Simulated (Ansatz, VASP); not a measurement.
# One calculation of ZnO, two programs

Contents of INCAR:

```
SYSTEM = ZnO
PREC = Accurate
ENCUT = 520
EDIFF = 1E-7
ISMEAR = 0
SIGMA = 0.05
LREAL = .FALSE.
LASPH = .TRUE.
NELM = 80
ALGO = Normal
ISIF = 2
LWAVE = .FALSE.
LCHARG = .TRUE.
LELF = .TRUE.
LVHAR = .TRUE.
NBANDS = 16
```

KPOINTS

```
Automatic mesh
0
G
  12 12 12
  0 0 0
```

POSCAR

```
ZnO
1.0
    0.0000000000      2.2779141000      2.2236780500
    2.2779141000      0.0000000000      2.2236780500
    2.2779141000      2.2779141000      0.0000000000
Zn O
1 1
Direct
    0.0000000000      0.0000000000      0.0000000000
    0.5000000000      0.5000000000      0.5000000000
```

Input for Ansatz:

```yaml
crystal:
  lattice:
    - [0.0, 2.2779141, 2.22367805]
    - [2.2779141, 0.0, 2.22367805]
    - [2.2779141, 2.2779141, 0.0]
  atoms:
    - { symbol: Zn, position: [0.0, 0.0, 0.0] }
    - { symbol: O, position: [0.5, 0.5, 0.5] }
basis:
  ecutwfc: 420
kpoints:
  mp_grid: { grid: [12, 12, 12] }
hamiltonian:
  xc: lda
scf:
  occupations: { method: gaussian, width: 0.05 }
output:
  forces: true
  stress: true
  eigenvalues: true
```

Change from the starting cell: strain +0.050 along x and y, +0.025 along z, atoms carried along.

Alike in both runs: task single point; functional LDA; k mesh 12 × 12 × 12; occupations gaussian, width 0.05 eV; no spin polarisation.

```csv
,VASP,Ansatz
version,VASP 6.6.1,Ansatz 0.2.0
potentials or method,"VASP PAW LDA potentials, release 64 (Zn, O), cutoff 520 eV","scalar-relativistic, plane waves, PAW"
valence electrons in the cell,18,18
```

Ansatz gave:

```
gap on the k mesh at the Fermi level (eV)                     : 0.13
least direct gap on the mesh (eV)                             : 0.98
pressure (GPa)                                                : -27.0
traceless stress, the component that is largest in VASP (GPa) : -0.58
```

Problem. What did VASP give for the same quantities?

Solution. gap on the k mesh at the Fermi level (eV): 0.13; least direct gap on the mesh (eV): 0.98; pressure (GPa): -26.4; traceless stress, the component that is largest in VASP (GPa): -0.50.

LDA's correlation is that of Perdew and Zunger in VASP and of Perdew and Wang (1992) in Ansatz.
